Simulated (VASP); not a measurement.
Set up this calculation in VASP 6.6.1, as the native input.

- Task: single point
- Functional: PBE
- Potentials or basis: VASP PAW PBE potentials, release 64 (Zr_sv)
- Cutoff: 520 eV
- k mesh: 15 × 15 × 8
- Occupations: gaussian, width 0.1 eV
- Spin: no spin polarisation
- Dipole correction: no
- Further INCAR settings: ALGO = Fast; EDIFF = 1e-06; NBANDS = 19

The structure of Zr lies in POSCAR:

```
Zr
1.0
    3.2318908719      0.0000000000      0.0000000000
   -1.6159454360      2.7988995974      0.0000000000
    0.0000000000      0.0000000000      5.1700808457
Zr
2
Direct
    0.3333333333      0.6666666667      0.2500000000
    0.6666666667      0.3333333333      0.7500000000
```

The input as run:

INCAR

```
  ALGO = Fast
  EDIFF = 1E-6
  ENCUT = 520
  GGA = PE
  ISIF = 2
  ISMEAR = 0
  LASPH = True
  LCHARG = False
  LREAL = False
  LWAVE = False
  NBANDS = 19
  NELM = 100
  PREC = Accurate
  SIGMA = 0.1
```

KPOINTS

```
k-points
0
Gamma
  15 15 8
```

Potentials or basis: VASP PAW PBE potentials, release 64 (Zr_sv).

Launch:

```sh
$ cat potpaw_PBE.64/Zr_sv/POTCAR > POTCAR
$ mpirun -np 1 vasp_std > vasp.out
```

It gave:

- Pressure: 0.0 GPa
- Band gap on the k mesh: zero (band 12 reaches 9.82 eV, above the bottom of band 13 at 8.64 eV)

Wall time 2.2 min on 1 thread of Intel(R) Xeon(R) Platinum 8259CL CPU @ 2.50GHz (Skylake/Cascade Lake), with other jobs on the host, peak memory 0.22 GiB.
